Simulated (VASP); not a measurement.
# SnSe in VASP: single point with r2SCAN

Aim: the single point of SnSe with r2SCAN.

Everything below comes from runs of VASP 6.6.1. Logs are shortened: lines on timing, memory, paths and dates and some standing lists are left out, and cuts for length are marked.

## Step 1: The cell of the first run

The cell holds a slab with vacuum, 4 atoms: a = 4.286 Å, b = 4.286 Å, c = 10.990 Å, α = 90.00°, β = 90.00°, γ = 90.00°.

## Step 2: Single point, r2SCAN

File POSCAR:

```
SnSe
1.0
    4.2860948229      0.0000000000      0.0000000000
    0.0000000000      4.2860948229      0.0000000000
    0.0000000000      0.0000000000     10.9898489716
Sn Se
2 2
Direct
    0.5000000000      0.0000000000      0.3759436796
    0.0000000000      0.5000000000      0.6286059735
    0.5000000000      0.0000000000      0.6150878825
    0.0000000000      0.5000000000      0.3849121175
```

File INCAR.step1:

```
  PREC = Accurate
  ENCUT = 550
  ISMEAR = 0
  SIGMA = 0.05
  LREAL = False
  LASPH = True
  NELM = 120
  NBANDS = 28
  GGA = PE
  ALGO = Normal
  EDIFF = 1E-5
  LWAVE = True
  LCHARG = False
  GGA_COMPAT = False
```

File INCAR.step2:

```
  PREC = Accurate
  ENCUT = 550
  EDIFF = 1E-6
  ISMEAR = 0
  SIGMA = 0.05
  LREAL = False
  LASPH = True
  NELM = 120
  ALGO = Normal
  ISIF = 2
  LWAVE = False
  LCHARG = False
  METAGGA = R2SCAN
  LMIXTAU = True
  NBANDS = 28
  ISTART = 1
  GGA_COMPAT = False
```

File KPOINTS:

```
regular mesh
0
Gamma
  6 6 4
```

Potentials or basis: VASP PAW PBE potentials, release 64 (Sn_d, Se).

Launch:

```console
$ cat potpaw_PBE.64/Sn_d/POTCAR potpaw_PBE.64/Se/POTCAR > POTCAR
$ cp INCAR.step1 INCAR
$ mpirun -np 1 vasp_std > vasp.out
$ cp INCAR.step2 INCAR
$ mpirun -np 1 vasp_std > vasp.out
```

OUTCAR:

```text
PREC = Accurate
   ENCUT = 550
   EDIFF = 1E-6
   ISMEAR = 0
   LREAL = False
   LASPH = True
   NELM = 120
   ISIF = 2
   METAGGA = R2SCAN
   ISTART = 1

 ion  position               nearest neighbor table
   1  0.500  0.000  0.376-   3 2.63   4 3.03   4 3.03   4 3.03   4 3.03
   2  0.000  0.500  0.629-   4 2.68   3 3.03   3 3.03   3 3.03   3 3.03
   3  0.500  0.000  0.615-   1 2.63   2 3.03   2 3.03   2 3.03   2 3.03
   4  0.000  0.500  0.385-   2 2.68   1 3.03   1 3.03   1 3.03   1 3.03

  LATTYP: Found a simple tetragonal cell.
 ALAT       =     4.2860948229
 C/A-ratio  =     2.5640704244

  Lattice vectors:

 A1 = (   4.2860948229,   0.0000000000,   0.0000000000)
 A2 = (   0.0000000000,   4.2860948229,   0.0000000000)
 A3 = (   0.0000000000,   0.0000000000,  10.9898489716)

Analysis of symmetry for initial positions (statically):
=====================================================================
 Subroutine PRICEL returns:
 Original cell was already a primitive cell.

 Routine SETGRP: Setting up the symmetry group for a
 simple tetragonal supercell.

 Subroutine GETGRP returns: Found  8 space group operations
 (whereof  4 operations were pure point group operations)
 out of a pool of 16 trial point group operations.

The static configuration has the point symmetry C_2v.
 The point group associated with its full space group is C_4v.

Analysis of symmetry for dynamics (positions and initial velocities):
=====================================================================
 Subroutine PRICEL returns:
 Original cell was already a primitive cell.

 Routine SETGRP: Setting up the symmetry group for a
 simple tetragonal supercell.

 Subroutine GETGRP returns: Found  8 space group operations
 (whereof  4 operations were pure point group operations)
 out of a pool of 16 trial point group operations.

The dynamic configuration has the point symmetry C_2v.
 The point group associated with its full space group is C_4v.

 Subroutine INISYM returns: Found  8 space group operations
 (whereof  4 operations are pure point group operations),
 and found     1 'primitive' translations

----------------------------------------------------------------------------------------

                                     Primitive cell

  volume of cell :     201.8902

  direct lattice vectors                    reciprocal lattice vectors
     4.286094823  0.000000000  0.000000000     0.233312617  0.000000000  0.000000000
     0.000000000  4.286094823  0.000000000     0.000000000  0.233312617  0.000000000
     0.000000000  0.000000000 10.989848972     0.000000000  0.000000000  0.090993061

  length of vectors
     4.286094823  4.286094823 10.989848972     0.233312617  0.233312617  0.090993061

  position of ions in fractional coordinates (direct lattice)
     0.500000000  0.000000000  0.375943680
     0.000000000  0.500000000  0.628605974
     0.500000000  0.000000000  0.615087882
     0.000000000  0.500000000  0.384912118

  ion indices of the primitive-cell ions
   primitive index   ion index
                 1           1
                 2           2
                 3           3
                 4           4

----------------------------------------------------------------------------------------

 KPOINTS: regular mesh

Automatic generation of k-mesh.
 Grid dimensions read from file:
 generate k-points for:    6    6    4

 Generating k-lattice:

  Cartesian coordinates                     Fractional coordinates (reciprocal lattice)
     0.038885436  0.000000000  0.000000000     0.166666667  0.000000000  0.000000000
     0.000000000  0.038885436  0.000000000     0.000000000  0.166666667  0.000000000
     0.000000000  0.000000000  0.022748265     0.000000000  0.000000000  0.250000000

  Length of vectors
     0.038885436  0.038885436  0.022748265

  Shift w.r.t. Gamma in fractional coordinates (k-lattice)
     0.000000000  0.000000000  0.000000000

 Subroutine IBZKPT returns following result:
 ===========================================

 Found     30 irreducible k-points:

 Following reciprocal coordinates:
            Coordinates               Weight
  0.000000  0.000000  0.000000      1.000000
  0.166667  0.000000  0.000000      4.000000
  0.333333  0.000000  0.000000      4.000000
  0.500000  0.000000  0.000000      2.000000
  0.166667  0.166667  0.000000      4.000000
  0.333333  0.166667  0.000000      8.000000
[... 16 lines left out ...]
  0.333333  0.000000  0.500000      4.000000
  0.500000  0.000000  0.500000      2.000000
 [... further k-points ...]
   k-points           NKPTS =     30   k-points in BZ     NKDIM =     30   number of bands    NBANDS=     28
   number of dos      NEDOS =    301   number of ions     NIONS =      4
   total plane-waves  NPLWV = 108864
   dimension x,y,z NGX =    36 NGY =   36 NGZ =   84
   dimension x,y,z NGXF=    72 NGYF=   72 NGZF=  168
   ions per type =               2   2
   NGX,Y,Z   is equivalent  to a cutoff of  13.96, 13.96, 12.71 a.u.
   NGXF,Y,Z  is equivalent  to a cutoff of  27.93, 27.93, 25.41 a.u.
 SYSTEM =  unknown system
   PREC   = accura    normal or accurate (medium, high low for compatibility)
   ISTART =      1    job   : 0-new  1-cont  2-samecut
   ICHARG =      0    charge: 1-file 2-atom 10-const
   ISPIN  =      1    spin polarized calculation?
   LNONCOLLINEAR =      F non collinear calculations
   LSORBIT =      F    spin-orbit coupling
   LASPH  =      T    aspherical Exc in radial PAW
   ENCUT  =  550.0 eV  40.42 Ry    6.36 a.u.   8.20  8.20 21.02*2*pi/ulx,y,z
   NELM   =    120;   NELMIN=  2; NELMDL=  0     # of ELM steps
   EDIFF  = 0.1E-05   stopping-criterion for ELM
   LREAL  =      F    real-space projection
   EDIFFG = 0.1E-04   stopping-criterion for IOM
   NSW    =      0    number of steps for IOM
   IBRION =     -1    ionic relax: 0-MD 1-quasi-New 2-CG
   NFREE  =      0    steps in history (QN), initial steepest desc. (CG)
   ISIF   =      2    stress and relaxation
   ISYM   =      2    0-nonsym 1-usesym 2-fastsym
   POTIM  = 0.5000    time-step for ionic-motion
   TEBEG  =    0.0;   TEEND  =   0.0 temperature during run
   PSTRESS=    0.0 pullay stress
   NELECT =      40.0000    total number of electrons
   NUPDOWN=      -1.0000    fix difference up-down
   EMIN   =  10.00;   EMAX   =-10.00  energy-range for DOS
   EFERMI =   0.00;   METHOD = LEGACY
   ISMEAR =     0;   SIGMA  =   0.05  broadening in eV -4-tet -1-fermi 0-gaus
   EFERMI_NEDOS =   21; number of points for ismear=-14 and -15
   IALGO  =     38    algorithm
   IMIX   =      4    mixing-type and parameters
     AMIX     =   0.40;   BMIX     =  1.00
     AMIX_MAG =   1.60;   BMIX_MAG =  1.00
  volume/ion in A,a.u.               =      50.47       340.61
  Fermi-wavevector in a.u.,A,eV,Ry     =   0.954384  1.803524 12.392846  0.910848
  Thomas-Fermi vector in A             =   2.083125
   LORBIT       =      0    0 simple, 1 ext, 2 COOP (PROOUT), +10 PAW based schemes
   METAGGA = R2SCAN    functional components
   LHFCALC =     F    Hartree Fock is set to
   AEXX    =    0.0000 exact exchange contribution
   IVDW    =     0    specifies the selected vdW correction
   LEPSILON=     F    determine dielectric tensor
   LRPA    =     F    only Hartree local field effects (RPA)
 non-spin polarized calculation
 Gauss-broadening in eV      SIGMA  =   0.05
  energy-cutoff  :      550.00
  volume of cell :      201.89
 maximum number of plane-waves:      5960
 NGX is ok and might be reduce to    36
   NGX = 17   NGY = 17   NGZ = 43

 number of electron      40.0000010 magnetization

 Free energy of the ion-electron system (eV)
  ---------------------------------------------------
  ext. energy  EPLUGINS =         0.00000000
  ---------------------------------------------------
  free energy    TOTEN  =       -79.56385374 eV

  energy without entropy =      -79.56385374  energy(sigma->0) =      -79.56385374

 E-fermi :   0.7125     XC(G=0):  -6.1762

 val. band max:        0.4591829735   @ k =   0.3333   0.0000   0.5000
 cond. band min:       2.1955782554   @ k =   0.3333   0.0000   0.5000
 fundamental gap:      1.7363952819
 Fermi energy:         0.7124862730

 k-point     1 :       0.0000    0.0000    0.0000
  band No.  band energies     occupation
      1     -21.3670      2.00000
      2     -21.3614      2.00000
      3     -21.3234      2.00000
      4     -21.2929      2.00000
      5     -21.2929      2.00000
      6     -21.2694      2.00000
[... 20 lines left out ...]
     27       6.6311      0.00000
     28       6.6311      0.00000

 k-point     2 :       0.1667    0.0000    0.0000
  band No.  band energies     occupation
      1     -21.3647      2.00000
      2     -21.3634      2.00000
      3     -21.3207      2.00000
      4     -21.2938      2.00000
      5     -21.2933      2.00000
      6     -21.2671      2.00000
[... 20 lines left out ...]
     27       6.2022      0.00000
     28       6.3070      0.00000

 k-point     3 :       0.3333    0.0000    0.0000
  band No.  band energies     occupation
      1     -21.3675      2.00000
      2     -21.3605      2.00000
      3     -21.3150      2.00000
      4     -21.2956      2.00000
      5     -21.2942      2.00000
      6     -21.2680      2.00000
[... 20 lines left out ...]
     27       5.9365      0.00000
     28       7.5205      0.00000

 k-point     4 :       0.5000    0.0000    0.0000
  band No.  band energies     occupation
      1     -21.3695      2.00000
      2     -21.3585      2.00000
      3     -21.3120      2.00000
      4     -21.2965      2.00000
      5     -21.2947      2.00000
      6     -21.2692      2.00000
[... 578 lines left out ...]
     27       6.0477      0.00000
     28       6.2650      0.00000

 k-point    23 :       0.3333    0.0000    0.5000
  band No.  band energies     occupation
      1     -21.3675      2.00000
      2     -21.3605      2.00000
      3     -21.3150      2.00000
      4     -21.2956      2.00000
      5     -21.2942      2.00000
      6     -21.2680      2.00000
[... 20 lines left out ...]
     27       6.5883      0.00000
     28       7.2930      0.00000

 k-point    24 :       0.5000    0.0000    0.5000
  band No.  band energies     occupation
      1     -21.3695      2.00000
      2     -21.3585      2.00000
      3     -21.3120      2.00000
      4     -21.2965      2.00000
      5     -21.2947      2.00000
      6     -21.2692      2.00000
[... 20 lines left out ...]
     27       7.2918      0.00000
     28       7.3422      0.00000

 [... further k-points ...]

------------------------ aborting loop because EDIFF is reached ----------------------------------------

  FORCE on cell =-STRESS in cart. coord.  units (eV):
  Direction    XX          YY          ZZ          XY          YZ          ZX
  --------------------------------------------------------------------------------------
  -------------------------------------------------------------------------------------
  Total        0.1417292      0.1417292      0.8546344      0.0000000      0.0000000      0.0000000
  in kB        1.1247461      1.1247461      6.7822791      0.0000000      0.0000000      0.0000000
  external PRESSURE =       3.0105904 kB  Pullay stress =       0.0000000 kB

 VOLUME and BASIS-vectors are now :
 -----------------------------------------------------------------------------
  energy-cutoff  :      550.00
  volume of cell :      201.89
      direct lattice vectors                 reciprocal lattice vectors
     4.286094823  0.000000000  0.000000000     0.233312617  0.000000000  0.000000000
     0.000000000  4.286094823  0.000000000     0.000000000  0.233312617  0.000000000
     0.000000000  0.000000000 10.989848972     0.000000000  0.000000000  0.090993061

 POSITION                                       TOTAL-FORCE (eV/Angst)
 -----------------------------------------------------------------------------------
      2.14305      0.00000      4.13156         0.000000      0.000000     -0.378653
      0.00000      2.14305      6.90828         0.000000      0.000000     -0.011980
      2.14305      0.00000      6.75972         0.000000      0.000000      0.346754
      0.00000      2.14305      4.23013         0.000000      0.000000      0.043880
 -----------------------------------------------------------------------------------
    total drift:                                0.000000      0.000000      0.002066

  FREE ENERGIE OF THE ION-ELECTRON SYSTEM (eV)
  ---------------------------------------------------
  free  energy   TOTEN  =       -79.5638537394 eV

  energy  without entropy=      -79.5638537394  energy(sigma->0) =      -79.56385374
```

It took 23 min on 1 thread of Oxide Virtual Turin-like, shared host; peak memory 0.42 GiB.

What came out:

```yaml
Free_energy: -79.5639 eV
Largest_force: 0.379 eV/Å
Band_gap_on_the_k_mesh: 1.74 eV
```

Forces on the atoms (eV/Å):
```
Sn   0.000  0.000 -0.379
Sn   0.000  0.000 -0.012
Se   0.000  0.000  0.347
Se   0.000  0.000  0.044
```

Caveat: there is no dipole correction, which matters where the two faces differ; the PAW data sets were made with another functional, which shifts forces and pressure a little; spin-orbit coupling is left out, which moves the levels of the heavy elements.
